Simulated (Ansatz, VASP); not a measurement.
**SiC in VASP and in Ansatz**

File INCAR:

```
SYSTEM = SiC
PREC     = Accurate       ! precision mode
ENCUT    = 600            ! plane-wave cutoff, eV
EDIFF    = 1E-6           ! SCF threshold, eV
ISMEAR   = 0              ! smearing method
SIGMA    = 0.1            ! smearing width, eV
LREAL    = .False.        ! projectors in reciprocal space
LASPH    = .True.         ! aspherical terms in the spheres
NELM     = 80             ! most SCF steps
ALGO     = Normal         ! electronic algorithm
ISIF     = 3              ! what is computed and relaxed
LWAVE    = .False.        ! write WAVECAR
LCHARG   = .False.        ! write CHGCAR
GGA      = PE             ! functional
IBRION   = 2              ! ionic algorithm
NSW      = 90             ! ionic steps
EDIFFG   = -0.04          ! ionic threshold
```

KPOINTS

```
Automatic mesh
0
Gamma
  8 8 8
  0 0 0
```

Contents of POSCAR:

```
SiC
1.0
   -1.5689450092      1.5689450092      2.1924131066
    1.5689450092     -1.5689450092      2.1924131066
    1.5689450092      1.5689450092     -2.1924131066
Si C
1 1
Direct
    0.0000000000      0.0000000000      0.0000000000
    0.5000000000      0.5000000000      0.0000000000
```

Input for Ansatz:

```yaml
crystal:
  lattice:
    - [-1.5689450092, 1.5689450092, 2.1924131066]
    - [1.5689450092, -1.5689450092, 2.1924131066]
    - [1.5689450092, 1.5689450092, -2.1924131066]
  atoms:
    - { symbol: Si, position: [0.0, 0.0, 0.0] }
    - { symbol: C, position: [0.5, 0.5, 0.0] }
basis:
  ecutwfc: 420
kpoints:
  mp_grid: { grid: [8, 8, 8] }
hamiltonian:
  xc: pbe
scf:
  occupations: { method: gaussian, width: 0.1 }
  lower_state_search: "off"
output:
  forces: true
  stress: true
  eigenvalues: true
relax:
  adjacent_minimum: "off"
  f_tol: 0.04
  max_steps: 70
  cell: { stress_tol: 0.4 }
```

Alike in both runs: task relaxation of cell and atoms; functional PBE; k mesh 8 × 8 × 8; occupations gaussian, width 0.1 eV; no spin polarisation.

|  | VASP | Ansatz |
| --- | --- | --- |
| version | VASP 6.6.1 | Ansatz 0.2.0 |
| potentials or method | VASP PAW PBE potentials, release 64 (Si, C), cutoff 600 eV | scalar-relativistic, plane waves, PAW |
| valence electrons in the cell | 8 | 8 |

Ansatz gave:

- gap on the k mesh at the Fermi level, each at its own relaxed structure (eV): none
- relaxed volume (Å³/atom): 8.35
- relaxed cell length with the largest relative difference (Å): 2.868

Which values does VASP return?

gap on the k mesh at the Fermi level, each at its own relaxed structure (eV): none; relaxed volume (Å³/atom): 8.35; relaxed cell length with the largest relative difference (Å): 2.869.

A gap of «none» marks a metal or a gap that the smearing closes.

Noted on VASP's run: the volume moved by over 15 % at a fixed basis, so the end points are rough.
